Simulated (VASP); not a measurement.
# HfN (Fm-3m) in VASP: further runs, part 2 of 2

VASP 6.6.1. Earlier steps stand in the parts before.

### Step 3. Single point, PBEsol

The input, INCAR:

```
PREC = Accurate ; ENCUT = 520
EDIFF = 1E-7 ; ISMEAR = 0
SIGMA = 0.1 ; LREAL = F
LASPH = T ; NELM = 80
ALGO = Normal ; ISIF = 2
LWAVE = F ; LCHARG = T
GGA = PS ; LELF = T
LVHAR = T ; NBANDS = 14
```

The input, KPOINTS:

```
Automatic mesh
0
Gamma
  16 16 16
```

The input, POSCAR:

```
HfN
1.0
    0.0000000000      2.2508709312      2.2508709312
    2.2508709312      0.0000000000      2.2508709312
    2.2508709312      2.2508709312      0.0000000000
Hf N
1 1
Direct
    0.0000000000      0.0000000000      0.0000000000
    0.5000000000      0.5000000000      0.5000000000
```

Potentials or basis: VASP PAW PBE potentials, release 64 (Hf_pv, N).

Run with:

```bash
$ cat potpaw_PBE.64/Hf_pv/POTCAR potpaw_PBE.64/N/POTCAR > POTCAR
$ mpirun -np 1 vasp_std > vasp.out
```

OUTCAR:

```text
PREC = Accurate
   ENCUT = 520
   EDIFF = 1E-7
   ISMEAR = 0
   LREAL = F
   LASPH = T
   NELM = 80
   ISIF = 2
   GGA = PS

 ion  position               nearest neighbor table
   1  0.000  0.000  0.000-   2 2.25   2 2.25   2 2.25   2 2.25   2 2.25   2 2.25
   2  0.500  0.500  0.500-   1 2.25   1 2.25   1 2.25   1 2.25   1 2.25   1 2.25

  LATTYP: Found a face centered cubic cell.
 ALAT       =     4.5017418624

  Lattice vectors:

 A1 = (   0.0000000000,   2.2508709312,   2.2508709312)
 A2 = (   2.2508709312,   0.0000000000,   2.2508709312)
 A3 = (   2.2508709312,   2.2508709312,   0.0000000000)

Analysis of symmetry for initial positions (statically):
=====================================================================
 Subroutine PRICEL returns:
 Original cell was already a primitive cell.

 Routine SETGRP: Setting up the symmetry group for a
 face centered cubic supercell.

 Subroutine GETGRP returns: Found 48 space group operations
 (whereof 48 operations were pure point group operations)
 out of a pool of 48 trial point group operations.

The static configuration has the point symmetry O_h .

Analysis of symmetry for dynamics (positions and initial velocities):
[... 167 lines left out ...]
  band No.  band energies     occupation
      1     -22.7237      2.00000
      2     -22.7237      2.00000
      3     -22.7237      2.00000
      4      -9.2071      2.00000
      5       5.2994      2.00000
      6       5.2994      2.00000
      7       5.2994      2.00000
      8       7.9172      2.00000
      9       7.9172      2.00000
     10       7.9172      2.00000
     11      10.2111      0.00000
     12      10.2646      0.00000
     13      10.2646      0.00000
     14      17.8594      0.00000
[... 377 lines left out ...]
      1     -22.8255      2.00000
      2     -22.7491      2.00000
      3     -22.7256      2.00000
      4      -8.9623      2.00000
      5       4.2627      2.00000
      6       4.6146      2.00000
      7       4.9352      2.00000
      8       8.0931      1.99383
      9       8.0943      1.99351
     10       8.5469      0.00023
     11      10.4010      0.00000
     12      11.2221      0.00000
     13      11.3284      0.00000
     14      18.6696      0.00000

 [... further k-points ...]
[... 5 lines left out ...]
  --------------------------------------------------------------------------------------
  -------------------------------------------------------------------------------------
  Total       -0.3152459     -0.3152459     -0.3152459      0.0000000     -0.0000000      0.0000000
  in kB      -22.1451304    -22.1451304    -22.1451304      0.0000000     -0.0000000      0.0000000
  external PRESSURE =     -22.1451304 kB  Pullay stress =       0.0000000 kB

 VOLUME and BASIS-vectors are now :
 -----------------------------------------------------------------------------
  energy-cutoff  :      520.00
  volume of cell :       22.81
      direct lattice vectors                 reciprocal lattice vectors
     0.000000000  2.250870931  2.250870931    -0.222136238  0.222136238  0.222136238
     2.250870931  0.000000000  2.250870931     0.222136238 -0.222136238  0.222136238
     2.250870931  2.250870931  0.000000000     0.222136238  0.222136238 -0.222136238

 POSITION                                       TOTAL-FORCE (eV/Angst)
 -----------------------------------------------------------------------------------
      0.00000      0.00000      0.00000         0.000000      0.000000      0.000000
      2.25087      2.25087      2.25087        -0.000000     -0.000000     -0.000000
 -----------------------------------------------------------------------------------
    total drift:                                0.000000     -0.000000     -0.000000

  FREE ENERGIE OF THE ION-ELECTRON SYSTEM (eV)
  ---------------------------------------------------
  free  energy   TOTEN  =       -22.9947900562 eV

  energy  without entropy=      -22.9918371510  energy(sigma->0) =      -22.99331360
```

stdout:

```text
POSCAR found type information on POSCAR HfN
 POSCAR found :  2 types and       2 ions
 scaLAPACK will be used
 -----------------------------------------------------------------------------
|                                                                             |
|                                                                             |
|     You enforced a specific xc type in the INCAR file but a different       |
|     I HOPE YOU KNOW WHAT YOU ARE DOING!                                     |
|                                                                             |
 -----------------------------------------------------------------------------

 LDA part: xc-table for (Slater+PW92), standard interpolation
 POSCAR, INCAR and KPOINTS ok, starting setup
 FFT: planning ... GRIDC
 FFT: planning ... GRID_SOFT
 FFT: planning ... GRID
 WAVECAR not read
 entering main loop
```

It took 24 s on 1 thread of Intel Xeon Platinum 8488C (Sapphire Rapids), shared host; peak memory 0.17 GiB.

Results:

* Free energy: -22.9948 eV
* Pressure: -2.2 GPa

Caveat: the PAW data sets were made with another functional, which shifts forces and pressure a little; spin-orbit coupling is left out, which moves the levels of the heavy elements.

### Step 4. Single point, PBEsol (volume scaled by 1.03)

The input, INCAR:

```
PREC     = Accurate       # precision mode
ENCUT    = 520            # plane-wave cutoff, eV
EDIFF    = 1E-6           # SCF threshold, eV
ISMEAR   = 0              # smearing method
SIGMA    = 0.1            # smearing width, eV
LREAL    = F              # projectors in reciprocal space
LASPH    = T              # aspherical terms in the spheres
NELM     = 60             # most SCF steps
ALGO     = Normal         # electronic algorithm
ISIF     = 2              # what is computed and relaxed
LWAVE    = F              # write WAVECAR
LCHARG   = F              # write CHGCAR
GGA      = PS             # functional
NBANDS   = 14             # bands
```

The input, KPOINTS:

```
regular mesh
0
Gamma
  16 16 16
```

The input, POSCAR:

```
HfN
1.0
    0.0000000000      2.2731582314      2.2731582314
    2.2731582314      0.0000000000      2.2731582314
    2.2731582314      2.2731582314      0.0000000000
Hf N
1 1
Direct
    0.0000000000      0.0000000000      0.0000000000
    0.5000000000      0.5000000000      0.5000000000
```

Run with:

```bash
$ cat potpaw_PBE.64/Hf_pv/POTCAR potpaw_PBE.64/N/POTCAR > POTCAR
$ mpirun -np 1 vasp_std > vasp.out
```

It took 18 s on 1 thread of Intel Xeon Platinum 8488C (Sapphire Rapids), shared host; peak memory 0.18 GiB.

It converged, with:

| Quantity | Value |
| --- | --- |
| Free energy | -22.9686 eV |
| Pressure | -10.0 GPa |

Levels at points of the mesh, in eV from the Fermi level:
```tsv
k point	band 4	band 5	band 6	band 7	band 8	band 9	band 10	band 11	band 12	band 13
(0.00, 0.00, 0.00)	-17.32	-2.95	-2.95	-2.95	-0.35	-0.35	-0.35	1.64	1.91	1.91
(0.50, 0.00, 0.00)	-14.65	-8.78	-6.07	-6.07	3.22	3.63	3.63	4.32	8.66	8.66
(0.50, 0.50, 0.00)	-16.21	-5.38	-3.75	-3.64	-3.64	4.00	5.40	5.41	5.41	7.71
```

Caveat: the cell differs from its parent crystal (volume scaled by 1.03); the PAW data sets were made with another functional, which shifts forces and pressure a little; spin-orbit coupling is left out, which moves the levels of the heavy elements.

### Step 5. Single point, PBEsol (volume scaled by 1.06)

The input, INCAR:

```
SYSTEM = HfN
  ALGO = Normal
  EDIFF = 1E-6
  ENCUT = 520
  GGA = PS
  ISIF = 2
  ISMEAR = 0
  LASPH = .TRUE.
  LCHARG = .FALSE.
  LREAL = .FALSE.
  LWAVE = .FALSE.
  NBANDS = 14
  NELM = 60
  PREC = Accurate
  SIGMA = 0.1
```

The input, KPOINTS:

```
k-points
0
G
  16 16 16
  0 0 0
```

The input, POSCAR:

```
HfN
1.0
    0.0000000000      2.2950168631      2.2950168631
    2.2950168631      0.0000000000      2.2950168631
    2.2950168631      2.2950168631      0.0000000000
Hf N
1 1
Direct
    0.0000000000      0.0000000000      0.0000000000
    0.5000000000      0.5000000000      0.5000000000
```

Run with:

```bash
$ cat potpaw_PBE.64/Hf_pv/POTCAR potpaw_PBE.64/N/POTCAR > POTCAR
$ mpirun -np 1 vasp_std > vasp.out
```

Run time: 19 s. Hardware: 1 thread of Intel Xeon Platinum 8488C (Sapphire Rapids), shared host; peak memory 0.17 GiB.

It converged, with:

```
Free energy : -22.9116 eV
Pressure    : -16.7 GPa
```

Levels at points of the mesh, in eV from the Fermi level:
| k point | band 5 | band 6 | band 7 | band 8 | band 9 | band 10 | band 11 | band 12 |
| --- | --- | --- | --- | --- | --- | --- | --- | --- |
| (0.00, 0.00, 0.00) | -2.92 | -2.92 | -2.92 | -0.34 | -0.34 | -0.34 | 1.38 | 1.84 |
| (0.50, 0.00, 0.00) | -8.62 | -5.93 | -5.93 | 3.09 | 3.49 | 3.49 | 4.17 | 8.32 |
| (0.50, 0.50, 0.00) | -5.37 | -3.62 | -3.62 | -3.62 | 3.85 | 5.07 | 5.20 | 5.20 |

Caveat: the cell differs from its parent crystal (volume scaled by 1.06); the PAW data sets were made with another functional, which shifts forces and pressure a little; spin-orbit coupling is left out, which moves the levels of the heavy elements.

### Step 6. Single point, PBEsol

This run uses another cell than the first one, of 11.48 Å³/atom, 1.007 times its volume.

The input, INCAR:

```
  PREC = Accurate
  ENCUT = 600
  EDIFF = 1E-6
  ISMEAR = 0
  SIGMA = 0.1
  LREAL = F
  LASPH = T
  NELM = 120
  ALGO = Normal
  ISIF = 2
  LWAVE = F
  LCHARG = F
  GGA = PS
  NBANDS = 14
  GGA_COMPAT = F
```

The input, KPOINTS:

```
Automatic mesh
0
Gamma
  8 8 8
```

The input, POSCAR:

```
HfN
1.0
    0.0000000000      2.2560000000      2.2560000000
    2.2560000000      0.0000000000      2.2560000000
    2.2560000000      2.2560000000      0.0000000000
Hf N
1 1
Direct
    0.0000000000      0.0000000000      0.0000000000
    0.5000000000      0.5000000000      0.5000000000
```

Potentials or basis: VASP PAW PBE potentials, release 64 (Hf_pv, N).

Run with:

```bash
$ cat potpaw_PBE.64/Hf_pv/POTCAR potpaw_PBE.64/N/POTCAR > POTCAR
$ mpirun -np 1 vasp_std > vasp.out
```

Wall time 34 s (1 thread of AMD EPYC 7R43 (Zen 3), shared host); peak memory 0.13 GiB.

It converged, with:

```
Free energy : -22.9770 eV
Pressure    : -4.0 GPa
```

Levels at points of the mesh, in eV from the Fermi level:
```csv
k point,band 4,band 5,band 6,band 7,band 8,band 9,band 10,band 11,band 12,band 13
"(0.00, 0.00, 0.00)",-17.44,-2.96,-2.96,-2.96,-0.36,-0.36,-0.36,1.87,1.97,1.97
"(0.50, 0.00, 0.00)",-14.64,-8.91,-6.17,-6.17,3.33,3.75,3.75,4.44,8.94,8.94
"(0.50, 0.50, 0.00)",-16.32,-5.36,-3.85,-3.63,-3.63,4.12,5.59,5.59,5.68,8.00
```

Caveat: the PAW data sets were made with another functional, which shifts forces and pressure a little; spin-orbit coupling is left out, which moves the levels of the heavy elements.

### Step 7. Summary

```tsv
cell	k mesh	cutoff (eV)	gap on the mesh (eV)	pressure (GPa)
a = 3.183 Å, angles 60.0°, 2 atoms	16 × 16 × 16	520	none	-2.2
a = 3.215 Å, angles 60.0°, 2 atoms	16 × 16 × 16	520	none	-10.0
a = 3.246 Å, angles 60.0°, 2 atoms	16 × 16 × 16	520	none	-16.7
a = 3.190 Å, angles 60.0°, 2 atoms	8 × 8 × 8	600	none	-4.0
```

Alike in all rows: task single point; level PBEsol; potentials or basis VASP PAW PBE potentials, release 64 (Hf_pv, N); no spin polarisation; smearing gaussian 0.1 eV.

Caveats: the PAW data sets were made with another functional, which shifts forces and pressure a little; spin-orbit coupling is left out, which moves the levels of the heavy elements.

Absolute energies hang on the potentials; compare differences alone.
